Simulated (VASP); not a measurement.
# Re (Im-3m) in VASP: further runs

Re is run at these levels: PBE; tasks: relaxation of cell and atoms.

All numbers are computed with VASP 6.6.1; they aren't measurements. Logs are shortened: lines on timing, memory, paths and dates and some standing lists are left out, and cuts for length are marked.

### Step 1. The cell of the first run

It takes space group Im-3m (No. 229, cubic). The conventional cell has a = 3.090 Å, b = 3.090 Å, c = 3.090 Å, α = 90.00°, β = 90.00°, γ = 90.00°. Within 3.5 Å of Re (site symmetry m-3m) lie 14 Re at 2.68 to 3.09 Å.

This isn't the form of Re at room conditions, which is hcp.

### Step 2. Relaxation of cell and atoms, PBE, target pressure 15 GPa, at which the enthalpy is minimised

The input, INCAR:

```
SYSTEM = Re
PREC     = Accurate       ! precision mode
ENCUT    = 600            ! plane-wave cutoff, eV
EDIFF    = 1E-7           ! SCF threshold, eV
ISMEAR   = -1             ! smearing method
SIGMA    = 0.1            ! smearing width, eV
LREAL    = .FALSE.        ! projectors in reciprocal space
LASPH    = .TRUE.         ! aspherical terms in the spheres
NELM     = 120            ! most SCF steps
ALGO     = Normal         ! electronic algorithm
ISIF     = 3              ! what is computed and relaxed
LWAVE    = .FALSE.        ! write WAVECAR
LCHARG   = .FALSE.        ! write CHGCAR
GGA      = PE             ! functional
IBRION   = 2              ! ionic algorithm
NSW      = 80             ! ionic steps
EDIFFG   = -0.02          ! ionic threshold
PSTRESS  = 150.0        
GGA_COMPAT= .FALSE.      
NELMIN   = 4
```

The input, KPOINTS:

```
Automatic mesh
0
G
  9 9 9
  0 0 0
```

The input, POSCAR:

```
Re
1.0
   -1.5450000000      1.5450000000      1.5450000000
    1.5450000000     -1.5450000000      1.5450000000
    1.5450000000      1.5450000000     -1.5450000000
Re
1
Direct
    0.0000000000      0.0000000000      0.0000000000
```

Potentials or basis: VASP PAW PBE potentials, release 64 (Re).

Run with:

```bash
> cat potpaw_PBE.64/Re/POTCAR > POTCAR
> mpirun -np 1 vasp_std > vasp.out
```

OUTCAR:

```text
SYSTEM = Re
   PREC = Accurate
   ENCUT = 600
   EDIFF = 1E-7
   ISMEAR = -1
   LREAL = .FALSE.
   LASPH = .TRUE.
   NELM = 120
   ISIF = 3
   GGA = PE
   IBRION = 2
   NSW = 80
   EDIFFG = -0.02
   PSTRESS = 150.0
   NELMIN = 4

 ion  position               nearest neighbor table
   1  0.000  0.000  0.000-

  LATTYP: Found a body centered cubic cell.
 ALAT       =     3.0900000000

  Lattice vectors:

 A1 = (  -1.5450000000,   1.5450000000,   1.5450000000)
 A2 = (   1.5450000000,  -1.5450000000,   1.5450000000)
 A3 = (   1.5450000000,   1.5450000000,  -1.5450000000)

Analysis of symmetry for initial positions (statically):
=====================================================================
 Subroutine PRICEL returns:
 Original cell was already a primitive cell.

 Routine SETGRP: Setting up the symmetry group for a
 body centered cubic supercell.

 Subroutine GETGRP returns: Found 48 space group operations
 (whereof 48 operations were pure point group operations)
 out of a pool of 48 trial point group operations.

The static configuration has the point symmetry O_h .

Analysis of symmetry for dynamics (positions and initial velocities):
=====================================================================
 Subroutine PRICEL returns:
 Original cell was already a primitive cell.

 Routine SETGRP: Setting up the symmetry group for a
 body centered cubic supercell.

 Subroutine GETGRP returns: Found 48 space group operations
 (whereof 48 operations were pure point group operations)
 out of a pool of 48 trial point group operations.

The dynamic configuration has the point symmetry O_h .

 Subroutine INISYM returns: Found 48 space group operations
 (whereof 48 operations are pure point group operations),
 and found     1 'primitive' translations

----------------------------------------------------------------------------------------

                                     Primitive cell

  volume of cell :      14.7518

  direct lattice vectors                    reciprocal lattice vectors
    -1.545000000  1.545000000  1.545000000     0.000000000  0.323624595  0.323624595
     1.545000000 -1.545000000  1.545000000     0.323624595  0.000000000  0.323624595
     1.545000000  1.545000000 -1.545000000     0.323624595  0.323624595  0.000000000

  length of vectors
     2.676018498  2.676018498  2.676018498     0.457674292  0.457674292  0.457674292

  position of ions in fractional coordinates (direct lattice)
     0.000000000  0.000000000  0.000000000

  ion indices of the primitive-cell ions
   primitive index   ion index
                 1           1

----------------------------------------------------------------------------------------

 KPOINTS: Automatic mesh

Automatic generation of k-mesh.
 Grid dimensions read from file:
 generate k-points for:    9    9    9

 Generating k-lattice:

  Cartesian coordinates                     Fractional coordinates (reciprocal lattice)
     0.000000000  0.035958288  0.035958288     0.111111111  0.000000000  0.000000000
     0.035958288  0.000000000  0.035958288     0.000000000  0.111111111  0.000000000
     0.035958288  0.035958288  0.000000000     0.000000000  0.000000000  0.111111111

  Length of vectors
     0.050852699  0.050852699  0.050852699

  Shift w.r.t. Gamma in fractional coordinates (k-lattice)
     0.000000000  0.000000000  0.000000000

 Subroutine IBZKPT returns following result:
 ===========================================

 Found     35 irreducible k-points:

 Following reciprocal coordinates:
            Coordinates               Weight
  0.000000  0.000000  0.000000      1.000000
  0.111111  0.000000  0.000000     12.000000
  0.222222  0.000000  0.000000     12.000000
  0.333333  0.000000  0.000000     12.000000
  0.444444  0.000000  0.000000     12.000000
  0.111111  0.111111  0.000000     24.000000
[... 16 lines left out ...]
 -0.333333  0.444444  0.111111     48.000000
 -0.444444 -0.444444  0.111111     24.000000
 [... further k-points ...]
   k-points           NKPTS =     35   k-points in BZ     NKDIM =     35   number of bands    NBANDS=      7
   number of dos      NEDOS =    301   number of ions     NIONS =      1
   total plane-waves  NPLWV =  13824
   dimension x,y,z NGX =    24 NGY =   24 NGZ =   24
   dimension x,y,z NGXF=    48 NGYF=   48 NGZF=   48
   ions per type =               1
   NGX,Y,Z   is equivalent  to a cutoff of  14.91, 14.91, 14.91 a.u.
   NGXF,Y,Z  is equivalent  to a cutoff of  29.82, 29.82, 29.82 a.u.
 SYSTEM =  Re
   PREC   = accura    normal or accurate (medium, high low for compatibility)
   ISTART =      0    job   : 0-new  1-cont  2-samecut
   ICHARG =      2    charge: 1-file 2-atom 10-const
   ISPIN  =      1    spin polarized calculation?
   LNONCOLLINEAR =      F non collinear calculations
   LSORBIT =      F    spin-orbit coupling
   LASPH  =      T    aspherical Exc in radial PAW
   ENCUT  =  600.0 eV  44.10 Ry    6.64 a.u.   5.34  5.34  5.34*2*pi/ulx,y,z
   NELM   =    120;   NELMIN=  4; NELMDL= -5     # of ELM steps
   EDIFF  = 0.1E-06   stopping-criterion for ELM
   LREAL  =      F    real-space projection
   EDIFFG = -.2E-01   stopping-criterion for IOM
   NSW    =     80    number of steps for IOM
   IBRION =      2    ionic relax: 0-MD 1-quasi-New 2-CG
   NFREE  =      1    steps in history (QN), initial steepest desc. (CG)
   ISIF   =      3    stress and relaxation
   ISYM   =      2    0-nonsym 1-usesym 2-fastsym
   POTIM  = 0.5000    time-step for ionic-motion
   TEBEG  =    0.0;   TEEND  =   0.0 temperature during run
   PSTRESS=  150.0 pullay stress
   NELECT =       7.0000    total number of electrons
   NUPDOWN=      -1.0000    fix difference up-down
   EMIN   =  10.00;   EMAX   =-10.00  energy-range for DOS
   EFERMI =   0.00;   METHOD = LEGACY
   ISMEAR =    -1;   SIGMA  =   0.10  broadening in eV -4-tet -1-fermi 0-gaus
   EFERMI_NEDOS =   21; number of points for ismear=-14 and -15
   IALGO  =     38    algorithm
   IMIX   =      4    mixing-type and parameters
     AMIX     =   0.40;   BMIX     =  1.00
     AMIX_MAG =   1.60;   BMIX_MAG =  1.00
  volume/ion in A,a.u.               =      14.75        99.55
  Fermi-wavevector in a.u.,A,eV,Ry     =   1.276906  2.413003 22.184159  1.630490
  Thomas-Fermi vector in A             =   2.409536
   LORBIT       =      0    0 simple, 1 ext, 2 COOP (PROOUT), +10 PAW based schemes
   GGA     = PE    functional components
   LHFCALC =     F    Hartree Fock is set to
   AEXX    =    0.0000 exact exchange contribution
   IVDW    =     0    specifies the selected vdW correction
   LEPSILON=     F    determine dielectric tensor
   LRPA    =     F    only Hartree local field effects (RPA)
 conjugate gradient relaxation of ions
 non-spin polarized calculation
  energy-cutoff  :      600.00
  volume of cell :       14.75
 maximum number of plane-waves:       531
 NGX is ok and might be reduce to    24
   NGX = 11   NGY = 11   NGZ = 11

--------------------------------------- Ionic step        1  -------------------------------------------

 number of electron       7.0000000 magnetization

 Free energy of the ion-electron system (eV)
  ---------------------------------------------------
  ext. energy  EPLUGINS =         0.00000000
  ---------------------------------------------------
  free energy    TOTEN  =       -12.11013274 eV

  energy without entropy =      -12.07387310  energy(sigma->0) =      -12.09200292

------------------------ aborting loop because EDIFF is reached ----------------------------------------

  FORCE on cell =-STRESS in cart. coord.  units (eV):
  Direction    XX          YY          ZZ          XY          YZ          ZX
  --------------------------------------------------------------------------------------
  -------------------------------------------------------------------------------------
  Total        0.7855353      0.7855353      0.7855353      0.0000000      0.0000000      0.0000000
  in kB       85.3160700     85.3160700     85.3160700      0.0000000      0.0000000      0.0000000
  external PRESSURE =     -64.6839300 kB  Pullay stress =     150.0000000 kB
[... 59 lines left out ...]
  enthalpy is  TOTEN    =       -10.6284339481 eV   P V=        1.2654461326

--------------------------------------- Ionic step        3  -------------------------------------------

 number of electron       7.0000001 magnetization

 Free energy of the ion-electron system (eV)
  ---------------------------------------------------
  ext. energy  EPLUGINS =         0.00000000
  ---------------------------------------------------
  free energy    TOTEN  =       -12.09406711 eV

  energy without entropy =      -12.05847807  energy(sigma->0) =      -12.07627259

 E-fermi :   8.9638     XC(G=0): -13.8011

 val. band max:        8.9080855460   @ k =   0.2222   0.1111   0.0000
 cond. band min:       8.9885001648   @ k =  -0.4444   0.4444   0.3333
 fundamental gap:      0.0804146188
 Fermi energy:         8.9638373137

 k-point     1 :       0.0000    0.0000    0.0000
  band No.  band energies     occupation
      1      -1.9033      2.00000
      2       6.2209      2.00000
      3       6.2209      2.00000
      4       6.2209      2.00000
      5       9.7695      0.00063
      6       9.7695      0.00063
      7      24.5654      0.00000
[... 221 lines left out ...]
 k-point    24 :      -0.4444   -0.4444    0.1111
  band No.  band energies     occupation
      1       2.6028      2.00000
      2       4.8925      2.00000
      3       5.5339      2.00000
      4       8.5524      1.96785
      5      12.0781      0.00000
      6      15.6410      0.00000
      7      18.4005      0.00000

 [... further k-points ...]

------------------------ aborting loop because EDIFF is reached ----------------------------------------

  FORCE on cell =-STRESS in cart. coord.  units (eV):
  Direction    XX          YY          ZZ          XY          YZ          ZX
  --------------------------------------------------------------------------------------
  -------------------------------------------------------------------------------------
  Total        1.3418652      1.3418652      1.3418652      0.0000000      0.0000000     -0.0000000
  in kB      147.9657725    147.9657725    147.9657725      0.0000000      0.0000000     -0.0000000
  external PRESSURE =      -2.0342275 kB  Pullay stress =     150.0000000 kB
[... 16 lines left out ...]
  FREE ENERGIE OF THE ION-ELECTRON SYSTEM (eV)
  ---------------------------------------------------
  free  energy   TOTEN  =       -12.0940671083 eV

  energy  without entropy=      -12.0584780745  energy(sigma->0) =      -12.07627259

  enthalpy is  TOTEN    =       -10.7337539574 eV   P V=        1.3603131510

 reached required accuracy - stopping structural energy minimisation
```

Run time: 12 s. Hardware: 1 thread of Intel Xeon Platinum 8259CL at 2.50GHz (Skylake/Cascade Lake), shared host; peak memory 0.14 GiB.

What came out:

```yaml
Free_energy: -12.0941 eV
Relaxed_volume: 14.53 Å³/atom
Relaxed_cell: a = 2.663 Å, b = 2.663 Å, c = 2.663 Å, α = 109.47°, β = 109.47°, γ = 109.47°
Space_group_after_relaxing_to_0.1_Å: Im-3m (No. 229)
Energy_change_on_relaxing_the_run_minimises_the_enthalpy: +16.1 meV/atom
Ionic_steps: 3
Pressure_after_relaxing: 14.8 GPa
Band_gap_on_the_k_mesh: zero (an odd number of electrons rules out a gap without spin polarisation)
```

The path:
| step | energy change (eV) | largest force (eV/Å) | pressure (GPa) | volume (Å³) |
| --- | --- | --- | --- | --- |
| 1 | 0.0000 | 0.0000 | 8.53 | 14.75 |
| 2 | 0.2163 | 0.0000 | 50.79 | 13.52 |
| 3 | 0.0161 | 0.0000 | 14.80 | 14.53 |

Final structure:
```cif
data_structure
_symmetry_space_group_name_H-M 'P 1'
_symmetry_Int_Tables_number 1
_cell_length_a 2.6625
_cell_length_b 2.6625
_cell_length_c 2.6625
_cell_angle_alpha 109.471
_cell_angle_beta 109.471
_cell_angle_gamma 109.471
_cell_volume 14.53
loop_
_atom_site_label
_atom_site_type_symbol
_atom_site_fract_x
_atom_site_fract_y
_atom_site_fract_z
_atom_site_occupancy
Re1 Re 0.00000 0.00000 0.00000 1
```

Levels at points of the mesh, in eV from the Fermi level:
```
           k point  band 1  band 2  band 3  band 4  band 5  band 6
(0.00, 0.00, 0.00)  -10.87   -2.74   -2.74   -2.74    0.81    0.81
```

Caveat: the cell is relaxed towards a set pressure, so the run minimises the enthalpy, not the energy; spin-orbit coupling is left out, which moves the levels of the heavy elements.

### Step 3. Relaxation of cell and atoms, PBE, target pressure 45 GPa, at which the enthalpy is minimised

The input, INCAR:

```
PREC = Accurate
ENCUT = 600
EDIFF = 1E-7
ISMEAR = -1
SIGMA = 0.1
LREAL = F
LASPH = T
NELM = 120
ALGO = Normal
ISIF = 3
LWAVE = F
LCHARG = F
GGA = PE
IBRION = 2
NSW = 80
EDIFFG = -0.02
PSTRESS = 450.0
GGA_COMPAT = F
NELMIN = 4
```

The input, KPOINTS:

```
regular mesh
0
Gamma
  9 9 9
```

POSCAR is that of step 2.

Potentials or basis: VASP PAW PBE potentials, release 64 (Re).

Run with:

```bash
> cat potpaw_PBE.64/Re/POTCAR > POTCAR
> mpirun -np 1 vasp_std > vasp.out
```

Wall time 19 s (1 thread of Intel Xeon Platinum 8259CL at 2.50GHz (Skylake/Cascade Lake), shared host); peak memory 0.15 GiB.

The run converged. Its results:

```
Free energy                                                : -11.9353 eV
Relaxed volume                                             : 13.66 Å³/atom
Relaxed cell                                               : a = 2.608 Å, b = 2.608 Å, c = 2.608 Å, α = 109.47°, β = 109.47°, γ = 109.47°
Space group after relaxing (to 0.1 Å)                      : Im-3m (No. 229)
Energy change on relaxing (the run minimises the enthalpy) : +174.8 meV/atom
Ionic steps                                                : 5
Pressure after relaxing                                    : 45.1 GPa
Band gap on the k mesh                                     : zero (an odd number of electrons rules out a gap without spin polarisation)
```

The path:
```csv
step,energy change (eV),largest force (eV/Å),pressure (GPa),volume (Å³)
1,0.0000,0.0000,8.53,14.75
2,8.0592,0.0000,647.46,8.68
3,0.1132,0.0000,35.54,13.90
4,0.1485,0.0000,41.16,13.75
5,0.1748,0.0000,45.05,13.66
```

Final structure:
```yaml
crystal:
  lattice:
    - [-1.50572, 1.50572, 1.50572]
    - [1.50572, -1.50572, 1.50572]
    - [1.50572, 1.50572, -1.50572]
  atoms:
    - { symbol: Re, position: [0.00000, 0.00000, 0.00000] }
```

Levels at points of the mesh, in eV from the Fermi level:
```tsv
k point	band 1	band 2	band 3	band 4	band 5	band 6
(0.00, 0.00, 0.00)	-11.34	-2.96	-2.96	-2.96	0.87	0.87
```

Caveat: the cell is relaxed towards a set pressure, so the run minimises the enthalpy, not the energy; spin-orbit coupling is left out, which moves the levels of the heavy elements.
